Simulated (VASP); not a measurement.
# BeCo (Pm-3m) in VASP: a series of runs, part 2 of 2

VASP 6.6.1.

### Step 4. Single point, LDA, collinear spin, ferrimagnetic start

Input file INCAR:

```
PREC     = Accurate       # precision mode
ENCUT    = 520            # plane-wave cutoff, eV
EDIFF    = 1E-7           # SCF threshold, eV
ISMEAR   = -1             # smearing method
SIGMA    = 0.15           # smearing width, eV
LREAL    = False          # projectors in reciprocal space
LASPH    = True           # aspherical terms in the spheres
NELM     = 150            # most SCF steps
ALGO     = Normal         # electronic algorithm
ISIF     = 2              # what is computed and relaxed
LWAVE    = False          # write WAVECAR
LCHARG   = False          # write CHGCAR
ISPIN    = 2              # spin polarisation
MAGMOM   = -0.01 1.28     # initial moments
LORBIT   = 11             # projections on sites
NUPDOWN  = 1.2            # fixed moment
LMAXMIX  = 4              # l up to which the mixer works
NBANDS   = 16             # bands
```

Input file KPOINTS:

```
regular mesh
0
Gamma
  8 8 8
```

Input file POSCAR:

```
BeCo
1.0
    2.6060000000      0.0000000000      0.0000000000
    0.0000000000      2.6060000000      0.0000000000
    0.0000000000      0.0000000000      2.6060000000
Be Co
1 1
Direct
    0.0000000000      0.0000000000      0.0000000000
    0.5000000000      0.5000000000      0.5000000000
```

Potentials or basis: VASP PAW LDA potentials, release 64 (Be, Co).

Run with:

```
cat potpaw_LDA.64/Be/POTCAR potpaw_LDA.64/Co/POTCAR > POTCAR
mpirun -np 1 vasp_std > vasp.out
```

OUTCAR:

```text
PREC = Accurate
   ENCUT = 520
   EDIFF = 1E-7
   ISMEAR = -1
   LREAL = False
   LASPH = True
   NELM = 150
   ISIF = 2
   ISPIN = 2
   LORBIT = 11
   NUPDOWN = 1.2

 ion  position               nearest neighbor table
   1  0.000  0.000  0.000-   2 2.26   2 2.26   2 2.26   2 2.26   2 2.26   2 2.26   2 2.26   2 2.26

   2  0.500  0.500  0.500-   1 2.26   1 2.26   1 2.26   1 2.26   1 2.26   1 2.26   1 2.26   1 2.26

  LATTYP: Found a simple cubic cell.
 ALAT       =     2.6060000000

  Lattice vectors:

 A1 = (   2.6060000000,   0.0000000000,   0.0000000000)
 A2 = (   0.0000000000,   2.6060000000,   0.0000000000)
 A3 = (   0.0000000000,   0.0000000000,   2.6060000000)

Analysis of symmetry for initial positions (statically):
=====================================================================
 Subroutine PRICEL returns:
 Original cell was already a primitive cell.

 Routine SETGRP: Setting up the symmetry group for a
 simple cubic supercell.

 Subroutine GETGRP returns: Found 48 space group operations
 (whereof 48 operations were pure point group operations)
 out of a pool of 48 trial point group operations.

The static configuration has the point symmetry O_h .

Analysis of symmetry for dynamics (positions and initial velocities):
=====================================================================
 Subroutine PRICEL returns:
 Original cell was already a primitive cell.

 Routine SETGRP: Setting up the symmetry group for a
 simple cubic supercell.

 Subroutine GETGRP returns: Found 48 space group operations
 (whereof 48 operations were pure point group operations)
 out of a pool of 48 trial point group operations.

The dynamic configuration has the point symmetry O_h .

Analysis of structural, dynamic, and magnetic symmetry:
=====================================================================
 Subroutine PRICEL returns:
 Original cell was already a primitive cell.

 Routine SETGRP: Setting up the symmetry group for a
 simple cubic supercell.

 Subroutine GETGRP returns: Found 48 space group operations
 (whereof 48 operations were pure point group operations)
 out of a pool of 48 trial point group operations.

The overall configuration has the point symmetry O_h .

 Subroutine INISYM returns: Found 48 space group operations
 (whereof 48 operations are pure point group operations),
 and found     1 'primitive' translations

----------------------------------------------------------------------------------------

                                     Primitive cell

  volume of cell :      17.6980

  direct lattice vectors                    reciprocal lattice vectors
     2.606000000  0.000000000  0.000000000     0.383729854  0.000000000  0.000000000
     0.000000000  2.606000000  0.000000000     0.000000000  0.383729854  0.000000000
     0.000000000  0.000000000  2.606000000     0.000000000  0.000000000  0.383729854

  length of vectors
     2.606000000  2.606000000  2.606000000     0.383729854  0.383729854  0.383729854

  position of ions in fractional coordinates (direct lattice)
     0.000000000  0.000000000  0.000000000
     0.500000000  0.500000000  0.500000000

  ion indices of the primitive-cell ions
[... 63 lines left out ...]
   NGX,Y,Z   is equivalent  to a cutoff of  12.76, 12.76, 12.76 a.u.
   NGXF,Y,Z  is equivalent  to a cutoff of  25.52, 25.52, 25.52 a.u.
 SYSTEM =  unknown system
   PREC   = accura    normal or accurate (medium, high low for compatibility)
   ISTART =      0    job   : 0-new  1-cont  2-samecut
   ICHARG =      2    charge: 1-file 2-atom 10-const
   ISPIN  =      2    spin polarized calculation?
   LNONCOLLINEAR =      F non collinear calculations
   LSORBIT =      F    spin-orbit coupling
   LASPH  =      T    aspherical Exc in radial PAW
   ENCUT  =  520.0 eV  38.22 Ry    6.18 a.u.   4.85  4.85  4.85*2*pi/ulx,y,z
   NELM   =    150;   NELMIN=  2; NELMDL= -5     # of ELM steps
   EDIFF  = 0.1E-06   stopping-criterion for ELM
   LREAL  =      F    real-space projection
   EDIFFG = 0.1E-05   stopping-criterion for IOM
   NSW    =      0    number of steps for IOM
   IBRION =     -1    ionic relax: 0-MD 1-quasi-New 2-CG
   NFREE  =      0    steps in history (QN), initial steepest desc. (CG)
   ISIF   =      2    stress and relaxation
   ISYM   =      2    0-nonsym 1-usesym 2-fastsym
   POTIM  = 0.5000    time-step for ionic-motion
   TEBEG  =    0.0;   TEEND  =   0.0 temperature during run
   PSTRESS=    0.0 pullay stress
   NELECT =      11.0000    total number of electrons
   NUPDOWN=       1.2000    fix difference up-down
   EMIN   =  10.00;   EMAX   =-10.00  energy-range for DOS
   EFERMI =   0.00;   METHOD = LEGACY
   ISMEAR =    -1;   SIGMA  =   0.15  broadening in eV -4-tet -1-fermi 0-gaus
   EFERMI_NEDOS =   21; number of points for ismear=-14 and -15
   IALGO  =     38    algorithm
   IMIX   =      4    mixing-type and parameters
     AMIX     =   0.40;   BMIX     =  1.00
     AMIX_MAG =   1.60;   BMIX_MAG =  1.00
  volume/ion in A,a.u.               =       8.85        59.72
  Fermi-wavevector in a.u.,A,eV,Ry     =   1.397112  2.640159 26.557522  1.951923
  Thomas-Fermi vector in A             =   2.520400
   LORBIT       =     11    0 simple, 1 ext, 2 COOP (PROOUT), +10 PAW based schemes
   GGA     = CA    functional components
   LHFCALC =     F    Hartree Fock is set to
   AEXX    =    0.0000 exact exchange contribution
   IVDW    =     0    specifies the selected vdW correction
   LEPSILON=     F    determine dielectric tensor
   LRPA    =     F    only Hartree local field effects (RPA)
 spin polarized calculation
  energy-cutoff  :      520.00
  volume of cell :       17.70
 maximum number of plane-waves:       488
 NGX is ok and might be reduce to    20
   NGX =  9   NGY =  9   NGZ =  9

 number of electron      10.9999999 magnetization       1.1999848

 Free energy of the ion-electron system (eV)
  ---------------------------------------------------
  ext. energy  EPLUGINS =         0.00000000
  ---------------------------------------------------
  free energy    TOTEN  =       -12.85945323 eV

  energy without entropy =      -12.71589493  energy(sigma->0) =      -12.78767408

 E-fermi :   8.5005     XC(G=0): -12.7009

 val. band max:        9.3087862632   @ k =   0.5000   0.2500   0.1250
 cond. band min:       8.5024234414   @ k =   0.3750   0.3750   0.1250
 fundamental gap:     -0.8063628218
 Fermi energy:         9.5130081745

 spin component 1

 k-point     1 :       0.0000    0.0000    0.0000
  band No.  band energies     occupation
      1      -0.9787      1.00000
      2       5.3318      1.00000
      3       5.3318      1.00000
      4       7.7956      0.99999
      5       7.7956      0.99999
      6       7.7956      0.99999
[... 435 lines left out ...]
      5       7.6044      1.00000
      6       8.4721      0.99903
[... 8 lines left out ...]
     15      36.6748      0.00000
     16      36.9772      0.00000

 [... further k-points ...]

 spin component 2

 k-point     1 :       0.0000    0.0000    0.0000
  band No.  band energies     occupation
      1      -0.8295      1.00000
      2       6.2277      1.00000
      3       6.2277      1.00000
      4       8.9062      0.06272
      5       8.9062      0.06272
      6       8.9062      0.06272
[... 435 lines left out ...]
      5       8.5806      0.36966
      6       9.1096      0.01695
[... 8 lines left out ...]
     15      36.9763      0.00000
     16      37.1694      0.00000

 [... further k-points ...]
[... 5 lines left out ...]
  --------------------------------------------------------------------------------------
  -------------------------------------------------------------------------------------
  Total       -0.9197704     -0.9197704     -0.9197704      0.0000000     -0.0000000      0.0000000
  in kB      -83.2658228    -83.2658228    -83.2658228      0.0000000     -0.0000000      0.0000000
  external PRESSURE =     -83.2658228 kB  Pullay stress =       0.0000000 kB

 VOLUME and BASIS-vectors are now :
 -----------------------------------------------------------------------------
  energy-cutoff  :      520.00
  volume of cell :       17.70
      direct lattice vectors                 reciprocal lattice vectors
     2.606000000  0.000000000  0.000000000     0.383729854  0.000000000  0.000000000
     0.000000000  2.606000000  0.000000000     0.000000000  0.383729854  0.000000000
     0.000000000  0.000000000  2.606000000     0.000000000  0.000000000  0.383729854

 POSITION                                       TOTAL-FORCE (eV/Angst)
 -----------------------------------------------------------------------------------
      0.00000      0.00000      0.00000         0.000000      0.000000      0.000000
      1.30300      1.30300      1.30300         0.000000      0.000000      0.000000
 -----------------------------------------------------------------------------------
    total drift:                               -0.000000      0.000000     -0.000000

  FREE ENERGIE OF THE ION-ELECTRON SYSTEM (eV)
  ---------------------------------------------------
  free  energy   TOTEN  =       -12.8594532297 eV

  energy  without entropy=      -12.7158949345  energy(sigma->0) =      -12.78767408

 total charge

# of ion       s       p       d       tot
------------------------------------------
    1        0.446   0.721   0.000   1.167
    2        0.490   0.577   7.385   8.451
--------------------------------------------------
tot          0.936   1.298   7.385   9.619

 magnetization (x)

# of ion       s       p       d       tot
------------------------------------------
    1       -0.008  -0.006   0.000  -0.014
    2        0.013   0.028   1.145   1.187
--------------------------------------------------
tot          0.005   0.023   1.145   1.173
```

Run time: 17 s. Hardware: 1 thread of Intel Xeon 6975P-C, shared host; peak memory 0.13 GiB.

What came out:

```yaml
Free_energy: -12.8595 eV
Pressure: -8.3 GPa
Net_moment: 1.20 μB per cell
Site_moments: Be -0.01; Co +1.19 μB
Valence_electrons_inside_the_program's_atomic_spheres: Be 1.17; Co 8.45
```

Caveat: the total moment is fixed, so each spin has its own Fermi level.

### Step 5. Single point, LDA, collinear spin, ferromagnetic start

Input file INCAR:

```
PREC     = Accurate       # precision mode
ENCUT    = 520            # plane-wave cutoff, eV
EDIFF    = 1E-6           # SCF threshold, eV
ISMEAR   = -1             # smearing method
SIGMA    = 0.15           # smearing width, eV
LREAL    = F              # projectors in reciprocal space
LASPH    = T              # aspherical terms in the spheres
NELM     = 150            # most SCF steps
ALGO     = Normal         # electronic algorithm
ISIF     = 2              # what is computed and relaxed
LWAVE    = F              # write WAVECAR
LCHARG   = T              # write CHGCAR
ISPIN    = 2              # spin polarisation
MAGMOM   = 0.04 1.81      # initial moments
LORBIT   = 11             # projections on sites
NUPDOWN  = 1.8            # fixed moment
LMAXMIX  = 4              # l up to which the mixer works
GGA      = CA             # functional
LELF     = T              # ELF
LVHAR    = T            
NBANDS   = 16             # bands
```

KPOINTS is that of step 4.

POSCAR is that of step 4.

Run with:

```
cat potpaw_LDA.64/Be/POTCAR potpaw_LDA.64/Co/POTCAR > POTCAR
mpirun -np 1 vasp_std > vasp.out
```

It took 19 s on 1 thread of Intel Xeon 6975P-C, shared host; peak memory 0.13 GiB.

Results (log left out):

* Free energy: -12.4449 eV
* Pressure: -0.7 GPa
* Net moment: 1.80 μB per cell
* Site moments: Be +0.03; Co +1.70 μB
* Valence electrons inside the program's atomic spheres: Be 1.19; Co 8.42

Caveat: the total moment is fixed, so each spin has its own Fermi level.

### Step 6. Single point, LDA, collinear spin, ferromagnetic start

Input file INCAR:

```
ALGO = Normal
EDIFF = 1E-6
ENCUT = 520
GGA = CA
ISIF = 2
ISMEAR = -1
ISPIN = 2
LASPH = T
LCHARG = F
LMAXMIX = 4
LORBIT = 11
LREAL = F
LWAVE = F
MAGMOM = 0.12 2.26
NBANDS = 16
NELM = 150
NUPDOWN = 2.4
PREC = Accurate
SIGMA = 0.15
```

Input file KPOINTS:

```
k-points
0
Gamma
  8 8 8
```

POSCAR is that of step 5.

Potentials or basis: VASP PAW LDA potentials, release 64 (Be, Co).

Run with:

```
cat potpaw_LDA.64/Be/POTCAR potpaw_LDA.64/Co/POTCAR > POTCAR
mpirun -np 1 vasp_std > vasp.out
```

It took 17 s on 1 thread of Intel Xeon 6975P-C, shared host; peak memory 0.13 GiB.

It converged, with:

* Free energy: -11.7531 eV
* Pressure: 8.2 GPa
* Net moment: 2.40 μB per cell
* Site moments: Be +0.11; Co +2.15 μB
* Valence electrons inside the program's atomic spheres: Be 1.21; Co 8.38

Caveat: the total moment is fixed, so each spin has its own Fermi level.

### Step 7. Single point, LDA, collinear spin, ferromagnetic start

Input file INCAR:

```
PREC = Accurate ; ENCUT = 520
EDIFF = 1E-6 ; ISMEAR = -1
SIGMA = 0.15 ; LREAL = F
LASPH = T ; NELM = 150
ALGO = Normal ; ISIF = 2
LWAVE = F ; LCHARG = T
ISPIN = 2 ; MAGMOM = 0.24 2.62
LORBIT = 11 ; NUPDOWN = 3.0
LMAXMIX = 4 ; LELF = T
LVHAR = T ; NBANDS = 16
```

Input file KPOINTS:

```
Automatic mesh
0
Gamma
  8 8 8
```

POSCAR is that of step 6.

Potentials or basis: VASP PAW LDA potentials, release 64 (Be, Co).

Run with:

```
cat potpaw_LDA.64/Be/POTCAR potpaw_LDA.64/Co/POTCAR > POTCAR
mpirun -np 1 vasp_std > vasp.out
```

OUTCAR:

```text
PREC = Accurate
   ENCUT = 520
   EDIFF = 1E-6
   ISMEAR = -1
   LREAL = F
   LASPH = T
   NELM = 150
   ISIF = 2
   ISPIN = 2
   LORBIT = 11
   NUPDOWN = 3.0

 ion  position               nearest neighbor table
   1  0.000  0.000  0.000-   2 2.26   2 2.26   2 2.26   2 2.26   2 2.26   2 2.26   2 2.26   2 2.26

   2  0.500  0.500  0.500-   1 2.26   1 2.26   1 2.26   1 2.26   1 2.26   1 2.26   1 2.26   1 2.26

  LATTYP: Found a simple cubic cell.
 ALAT       =     2.6060000000

  Lattice vectors:

 A1 = (   2.6060000000,   0.0000000000,   0.0000000000)
 A2 = (   0.0000000000,   2.6060000000,   0.0000000000)
 A3 = (   0.0000000000,   0.0000000000,   2.6060000000)

Analysis of symmetry for initial positions (statically):
=====================================================================
 Subroutine PRICEL returns:
 Original cell was already a primitive cell.

 Routine SETGRP: Setting up the symmetry group for a
 simple cubic supercell.

[... 655 lines left out ...]
      5       8.6625      0.00369
      6       8.6625      0.00369
[... 435 lines left out ...]
      5       8.4219      0.01807
      6       9.1666      0.00013
[... 8 lines left out ...]
     15      37.2438      0.00000
     16      37.5648      0.00000

 [... further k-points ...]

------------------------ aborting loop because EDIFF is reached ----------------------------------------

  FORCE on cell =-STRESS in cart. coord.  units (eV):
  Direction    XX          YY          ZZ          XY          YZ          ZX
  --------------------------------------------------------------------------------------
  -------------------------------------------------------------------------------------
  Total        2.2328928      2.2328928      2.2328928     -0.0000000     -0.0000000      0.0000000
  in kB      202.1413815    202.1413815    202.1413815     -0.0000000     -0.0000000      0.0000000
  external PRESSURE =     202.1413815 kB  Pullay stress =       0.0000000 kB

 VOLUME and BASIS-vectors are now :
 -----------------------------------------------------------------------------
  energy-cutoff  :      520.00
  volume of cell :       17.70
      direct lattice vectors                 reciprocal lattice vectors
     2.606000000  0.000000000  0.000000000     0.383729854  0.000000000  0.000000000
     0.000000000  2.606000000  0.000000000     0.000000000  0.383729854  0.000000000
     0.000000000  0.000000000  2.606000000     0.000000000  0.000000000  0.383729854

 POSITION                                       TOTAL-FORCE (eV/Angst)
 -----------------------------------------------------------------------------------
      0.00000      0.00000      0.00000         0.000000      0.000000      0.000000
      1.30300      1.30300      1.30300         0.000000      0.000000      0.000000
 -----------------------------------------------------------------------------------
    total drift:                               -0.000000      0.000000     -0.000000

  FREE ENERGIE OF THE ION-ELECTRON SYSTEM (eV)
  ---------------------------------------------------
  free  energy   TOTEN  =       -10.4873666658 eV

  energy  without entropy=      -10.3457823063  energy(sigma->0) =      -10.41657449

 total charge

# of ion       s       p       d       tot
------------------------------------------
    1        0.440   0.801   0.000   1.241
    2        0.514   0.695   7.120   8.329
--------------------------------------------------
tot          0.954   1.497   7.120   9.570

 magnetization (x)

# of ion       s       p       d       tot
------------------------------------------
    1        0.012   0.209   0.000   0.221
    2        0.058   0.221   2.264   2.544
--------------------------------------------------
tot          0.070   0.430   2.264   2.764
```

Wall time 15 s (1 thread of Intel Xeon 6975P-C, shared host); peak memory 0.13 GiB.

What came out:

```
Free energy                                           : -10.4874 eV
Pressure                                              : 20.2 GPa
Net moment                                            : 3.00 μB per cell
Site moments                                          : Be +0.22; Co +2.54 μB
Valence electrons inside the program's atomic spheres : Be 1.24; Co 8.33
```

Caveat: the total moment is fixed, so each spin has its own Fermi level.

### Step 8. The runs side by side

```tsv
spin	fixed moment (μB)	pressure (GPa)	moment (μB)
collinear, zero start	0.0	-14.5	0.00
collinear, ferrimagnetic start	0.6	-13.5	0.60
collinear, ferrimagnetic start	1.2	-8.3	1.20
collinear, ferromagnetic start	1.8	-0.7	1.80
collinear, ferromagnetic start	2.4	8.2	2.40
collinear, ferromagnetic start	3.0	20.2	3.00
```

Alike in all rows: task single point; level LDA; potentials or basis VASP PAW LDA potentials, release 64 (Be, Co); cell as given; k mesh 8 × 8 × 8; cutoff (eV) 520; smearing fermi-dirac 0.15 eV.

Caveats: the total moment is fixed, so each spin has its own Fermi level.

Absolute energies hang on the potentials; compare differences alone.
